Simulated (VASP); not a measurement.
Input of a VASP 6.6.1 run:

Contents of INCAR:

```
ALGO = Normal
EDIFF = 1E-6
EDIFFG = -0.005
ENCUT = 600
GGA = PE
IBRION = 2
ISIF = 3
ISMEAR = -1
LASPH = T
LCHARG = F
LREAL = F
LWAVE = F
NELM = 100
NSW = 32
PREC = Accurate
PSTRESS = 110.0
SIGMA = 0.05
```

The input KPOINTS:

```
k-points
0
Gamma
  12 12 12
```

POSCAR

```
CdS
1.0
    0.0000000000      2.8215437219      2.8215437219
    2.8215437219      0.0000000000      2.8215437219
    2.8215437219      2.8215437219      0.0000000000
Cd S
1 1
Direct
    0.0000000000      0.0000000000      0.0000000000
    0.2500000000      0.2500000000      0.2500000000
```

Potentials or basis: VASP PAW PBE potentials, release 64 (Cd, S).

Run with:

```sh
$ cat potpaw_PBE.64/Cd/POTCAR potpaw_PBE.64/S/POTCAR > POTCAR
$ mpirun -np 1 vasp_std > vasp.out
```

(1) What does it give for the band gap on the k mesh?

(2) What does it give for the space group after relaxing (to 0.1 Å)?

(3) What does it give for the relaxed cell?

Answers

(1) 1.35 eV.

(2) F-43m (No. 216).

(3) a = 3.997 Å, b = 3.997 Å, c = 3.997 Å, α = 60.00°, β = 60.00°, γ = 60.00°.

Caveat: the cell is relaxed towards a set pressure, so the run minimises the enthalpy, not the energy.
